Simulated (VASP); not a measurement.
Here is a VASP 6.6.1 calculation.

INCAR

```
PREC = Accurate
ENCUT = 520
EDIFF = 1E-7
ISMEAR = -1
SIGMA = 0.06122561905347299
LREAL = False
LASPH = True
NELM = 60
ALGO = Normal
ISIF = 2
LWAVE = False
LCHARG = False
GGA = PE
NBANDS = 37
```

The input KPOINTS:

```
Automatic mesh
0
Gamma
  13 13 13
```

Contents of POSCAR:

```
C2O3
1.0
    4.4748225582      0.0000000000      0.0000000000
    0.0000000000      4.4748225582      0.0000000000
    0.0000000000      0.0000000000      4.4748225582
C O
4 6
Direct
    0.2500000000      0.2500000000      0.2500000000
    0.7500000000      0.7500000000      0.2500000000
    0.7500000000      0.2500000000      0.7500000000
    0.2500000000      0.7500000000      0.7500000000
    0.5000000000      0.0000000000      0.0000000000
    0.0000000000      0.5000000000      0.0000000000
    0.0000000000      0.0000000000      0.5000000000
    0.5000000000      0.5000000000      0.0000000000
    0.5000000000      0.0000000000      0.5000000000
    0.0000000000      0.5000000000      0.5000000000
```

Potentials or basis: VASP PAW PBE potentials, release 64 (C, O).

The run is started by

```sh
$ cat potpaw_PBE.64/C/POTCAR potpaw_PBE.64/O/POTCAR > POTCAR
$ mpirun -np 1 vasp_std > vasp.out
```

Q: Predict the band gap on the k mesh.

A: Zero (bands 26 and 27 overlap by 0.64 eV).

Q: Estimate the pressure.

A: -7.7 GPa.

Caveat: the cell stands under tension.
